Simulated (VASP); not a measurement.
# CdF2 (R3m) in VASP: further runs

CdF2 is run at these levels: PBE; tasks: single point.

All numbers are computed with VASP 6.6.1; they aren't measurements. Logs are shortened: lines on timing, memory, paths and dates and some standing lists are left out, and cuts for length are marked.

**1. The cell of the first run**

It takes space group R3m (No. 160, trigonal). Conventional cell: a = 3.810 Å, b = 3.810 Å, c = 9.332 Å, α = 90.00°, β = 90.00°, γ = 120.00°. Cd (site symmetry 3m) has 8 F at 2.26 to 2.41 Å within 3.0 Å. Within 3.0 Å of F (site symmetry 3m) lie 4 Cd at 2.26 to 2.36 Å and 6 F at 2.69 Å. F (site symmetry 3m) has 4 Cd at 2.31 to 2.41 Å and 6 F at 2.69 Å within 3.1 Å.

**2. Single point, PBE (all Cd atoms moved +0.075 Å, as atom 1 along Cartesian [1 1 1])**

File INCAR:

```
PREC = Accurate ; ENCUT = 520
EDIFF = 1E-7 ; ISMEAR = 0
SIGMA = 0.05 ; LREAL = False
LASPH = True ; NELM = 60
ALGO = Normal ; ISIF = 2
LWAVE = False ; LCHARG = False
GGA = PE ; NBANDS = 20
```

File KPOINTS:

```
regular mesh
0
Gamma
  8 8 8
```

File POSCAR:

```
CdF2
1.0
    0.0000000000      2.6940000000      2.6940000000
    2.6940000000      0.0000000000      2.6940000000
    2.6940000000      2.6940000000      0.0000000000
Cd F
1 2
Direct
    0.0080366129      0.0080366129      0.0080366129
    0.2500000000      0.2500000000      0.2500000000
    0.7500000000      0.7500000000      0.7500000000
```

Potentials or basis: VASP PAW PBE potentials, release 64 (Cd, F).

Started as:

```console
cat potpaw_PBE.64/Cd/POTCAR potpaw_PBE.64/F/POTCAR > POTCAR
mpirun -np 1 vasp_std > vasp.out
```

OUTCAR:

```text
PREC = Accurate
   ENCUT = 520
   EDIFF = 1E-7
   ISMEAR = 0
   LREAL = False
   LASPH = True
   NELM = 60
   ISIF = 2
   GGA = PE

 ion  position               nearest neighbor table
   1  0.008  0.008  0.008-   2 2.26   3 2.31   3 2.31   3 2.31   2 2.36   2 2.36   2 2.36   3 2.41

   2  0.250  0.250  0.250-   1 2.26   1 2.36   1 2.36   1 2.36
   3  0.750  0.750  0.750-   1 2.31   1 2.31   1 2.31   1 2.41

  LATTYP: Found a face centered cubic cell.
 ALAT       =     5.3880000000

  Lattice vectors:

 A1 = (   0.0000000000,   2.6940000000,   2.6940000000)
 A2 = (   2.6940000000,   0.0000000000,   2.6940000000)
 A3 = (   2.6940000000,   2.6940000000,   0.0000000000)

Analysis of symmetry for initial positions (statically):
=====================================================================
 Subroutine PRICEL returns:
 Original cell was already a primitive cell.

 Routine SETGRP: Setting up the symmetry group for a
 face centered cubic supercell.

 Subroutine GETGRP returns: Found  6 space group operations
 (whereof  6 operations were pure point group operations)
 out of a pool of 48 trial point group operations.

The static configuration has the point symmetry C_3v.

Analysis of symmetry for dynamics (positions and initial velocities):
=====================================================================
 Subroutine PRICEL returns:
 Original cell was already a primitive cell.

 Routine SETGRP: Setting up the symmetry group for a
 face centered cubic supercell.

 Subroutine GETGRP returns: Found  6 space group operations
 (whereof  6 operations were pure point group operations)
 out of a pool of 48 trial point group operations.

The dynamic configuration has the point symmetry C_3v.

 Subroutine INISYM returns: Found  6 space group operations
 (whereof  6 operations are pure point group operations),
 and found     1 'primitive' translations

----------------------------------------------------------------------------------------

                                     Primitive cell

  volume of cell :      39.1041

  direct lattice vectors                    reciprocal lattice vectors
     0.000000000  2.694000000  2.694000000    -0.185597624  0.185597624  0.185597624
     2.694000000  0.000000000  2.694000000     0.185597624 -0.185597624  0.185597624
     2.694000000  2.694000000  0.000000000     0.185597624  0.185597624 -0.185597624

  length of vectors
[... 81 lines left out ...]
   LASPH  =      T    aspherical Exc in radial PAW
   ENCUT  =  520.0 eV  38.22 Ry    6.18 a.u.   7.08  7.08  7.08*2*pi/ulx,y,z
   NELM   =     60;   NELMIN=  2; NELMDL= -5     # of ELM steps
   EDIFF  = 0.1E-06   stopping-criterion for ELM
   LREAL  =      F    real-space projection
   EDIFFG = 0.1E-05   stopping-criterion for IOM
   NSW    =      0    number of steps for IOM
   IBRION =     -1    ionic relax: 0-MD 1-quasi-New 2-CG
   NFREE  =      0    steps in history (QN), initial steepest desc. (CG)
   ISIF   =      2    stress and relaxation
   ISYM   =      2    0-nonsym 1-usesym 2-fastsym
   POTIM  = 0.5000    time-step for ionic-motion
   TEBEG  =    0.0;   TEEND  =   0.0 temperature during run
   PSTRESS=    0.0 pullay stress
   NELECT =      26.0000    total number of electrons
   NUPDOWN=      -1.0000    fix difference up-down
   EMIN   =  10.00;   EMAX   =-10.00  energy-range for DOS
   EFERMI =   0.00;   METHOD = LEGACY
   ISMEAR =     0;   SIGMA  =   0.05  broadening in eV -4-tet -1-fermi 0-gaus
   EFERMI_NEDOS =   21; number of points for ismear=-14 and -15
   IALGO  =     38    algorithm
   IMIX   =      4    mixing-type and parameters
     AMIX     =   0.40;   BMIX     =  1.00
     AMIX_MAG =   1.60;   BMIX_MAG =  1.00
  volume/ion in A,a.u.               =      13.03        87.96
  Fermi-wavevector in a.u.,A,eV,Ry     =   1.428867  2.700166 27.778468  2.041660
  Thomas-Fermi vector in A             =   2.548882
   LORBIT       =      0    0 simple, 1 ext, 2 COOP (PROOUT), +10 PAW based schemes
   GGA     = PE    functional components
   LHFCALC =     F    Hartree Fock is set to
   AEXX    =    0.0000 exact exchange contribution
   IVDW    =     0    specifies the selected vdW correction
   LEPSILON=     F    determine dielectric tensor
   LRPA    =     F    only Hartree local field effects (RPA)
 non-spin polarized calculation
 Gauss-broadening in eV      SIGMA  =   0.05
  energy-cutoff  :      520.00
  volume of cell :       39.10
 maximum number of plane-waves:      1067
   NGX = 15   NGY = 15   NGZ = 15

 number of electron      25.9999977 magnetization

 Free energy of the ion-electron system (eV)
  ---------------------------------------------------
  ext. energy  EPLUGINS =         0.00000000
  ---------------------------------------------------
  free energy    TOTEN  =       -10.84253823 eV

  energy without entropy =      -10.84253823  energy(sigma->0) =      -10.84253823

 E-fermi :  -1.0249     XC(G=0): -10.4107

 val. band max:       -1.3157786229   @ k =  -0.2500   0.5000   0.2500
 cond. band min:       1.7591195451   @ k =   0.0000   0.0000   0.0000
 fundamental gap:      3.0748981680
 Fermi energy:        -1.0248685927

 k-point     1 :       0.0000    0.0000    0.0000
  band No.  band energies     occupation
      1     -22.1217      2.00000
      2     -21.0193      2.00000
      3      -6.9293      2.00000
      4      -6.9279      2.00000
      5      -6.9279      2.00000
      6      -5.7240      2.00000
[... 541 lines left out ...]
     19      16.8431      0.00000
     20      19.6786      0.00000

 [... further k-points ...]

------------------------ aborting loop because EDIFF is reached ----------------------------------------

  FORCE on cell =-STRESS in cart. coord.  units (eV):
  Direction    XX          YY          ZZ          XY          YZ          ZX
  --------------------------------------------------------------------------------------
  -------------------------------------------------------------------------------------
  Total        1.5918017      1.5918017      1.5918017      0.0524188      0.0524188      0.0524188
  in kB       65.2193972     65.2193972     65.2193972      2.1477077      2.1477077      2.1477077
  external PRESSURE =      65.2193972 kB  Pullay stress =       0.0000000 kB

 VOLUME and BASIS-vectors are now :
 -----------------------------------------------------------------------------
  energy-cutoff  :      520.00
  volume of cell :       39.10
      direct lattice vectors                 reciprocal lattice vectors
     0.000000000  2.694000000  2.694000000    -0.185597624  0.185597624  0.185597624
     2.694000000  0.000000000  2.694000000     0.185597624 -0.185597624  0.185597624
     2.694000000  2.694000000  0.000000000     0.185597624  0.185597624 -0.185597624

 POSITION                                       TOTAL-FORCE (eV/Angst)
 -----------------------------------------------------------------------------------
      0.04330      0.04330      0.04330        -0.262231     -0.262231     -0.262231
      1.34700      1.34700      1.34700         0.159160      0.159160      0.159160
      4.04100      4.04100      4.04100         0.103071      0.103071      0.103071
 -----------------------------------------------------------------------------------
    total drift:                               -0.000042     -0.000042     -0.000042

  FREE ENERGIE OF THE ION-ELECTRON SYSTEM (eV)
  ---------------------------------------------------
  free  energy   TOTEN  =       -10.8425382319 eV

  energy  without entropy=      -10.8425382319  energy(sigma->0) =      -10.84253823
```

stdout:

```text
POSCAR found type information on POSCAR CdF
 POSCAR found :  2 types and       3 ions
 scaLAPACK will be used
 LDA part: xc-table for (Slater+PW92), standard interpolation
 POSCAR, INCAR and KPOINTS ok, starting setup
 FFT: planning ... GRIDC
 FFT: planning ... GRID_SOFT
 FFT: planning ... GRID
 WAVECAR not read
 entering main loop
```

Run time: 32 s. Hardware: 1 thread of Intel Xeon Platinum 8375C at 2.90GHz (Ice Lake), shared host; peak memory 0.18 GiB.

What came out:

| Quantity | Value |
| --- | --- |
| Free energy | -10.8425 eV |
| Pressure | 6.5 GPa |
| Largest force | 0.454 eV/Å |
| Band gap on the k mesh | 3.07 eV, indirect (least direct gap 3.57 eV) |

Forces on the atoms (eV/Å):
```
Cd  -0.262 -0.262 -0.262
F    0.159  0.159  0.159
F    0.103  0.103  0.103
```

Caveat: the cell differs from its parent crystal (all Cd atoms moved +0.075 Å, as atom 1 along Cartesian [1 1 1]). A k mesh can miss the band edges.

[end of part 1 of 2]
